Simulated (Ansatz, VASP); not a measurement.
## One calculation of Nb, two programs

```
CELL_PARAMETERS angstrom
0.00000 2.10636 2.10636
2.10636 0.00000 2.10636
2.10636 2.10636 0.00000
ATOMIC_POSITIONS crystal
Nb 0.00000 0.00000 0.00000
```

Alike in both runs: task single point; functional r2SCAN; k mesh 18 × 18 × 18; occupations gaussian, width 0.05 eV; no spin polarisation.

```csv
,VASP,Ansatz
version,VASP 6.6.1,Ansatz 0.2.0
potentials or method,"VASP PAW PBE potentials, release 64 (Nb_sv), cutoff 520 eV","scalar-relativistic, plane waves, PAW"
valence electrons in the cell,13,13
```

|  | VASP | Ansatz | Ansatz less VASP |
| --- | --- | --- | --- |
| pressure (GPa) | -0.2 | 0.0 | +0.20 |

VASP's potentials were made for PBE, not for r2SCAN.
